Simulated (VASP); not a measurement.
# Ba: single point with r2SCAN

Crystal: Ba.

```
Ba
1.0
     3.90430   -0.01859   -0.01314
     1.93605    3.39052   -0.01314
     1.93605    1.11778    3.20099
Ba
1
Direct
  0.00000 0.00000 0.00000
```

```
Program             : VASP 6.6.1
Task                : single point
Functional          : r2SCAN
Potentials or basis : VASP PAW PBE potentials, release 64 (Ba_sv)
Cutoff              : 520 eV
k mesh              : 6 × 6 × 6, shifted
Occupations         : methfessel-paxton, width 0.1 eV
Spin                : no spin polarisation
```

```json
{
 "Pressure": "5.4 GPa",
 "Band gap on the k mesh": "zero (band 5 reaches 3.54 eV, above the bottom of band 6 at 2.86 eV)"
}
```

Levels at points of the mesh, in eV from the Fermi level:
| k point | band 1 | band 2 | band 3 | band 4 | band 5 | band 6 | band 7 | band 8 | band 9 | band 10 |
| --- | --- | --- | --- | --- | --- | --- | --- | --- | --- | --- |
| (0.08, 0.08, 0.08) | -29.49 | -13.67 | -13.61 | -13.61 | -2.50 | 2.20 | 2.39 | 2.39 | 4.66 | 4.66 |

Run time: 89 s on 1 thread of Intel(R) Xeon(R) 6975P-C (Granite Rapids) (shared host), peak memory 0.2 GiB.

Caveat: the PAW data sets were made with another functional, which shifts forces and pressure a little; spin-orbit coupling is left out, which moves the levels of the heavy elements.
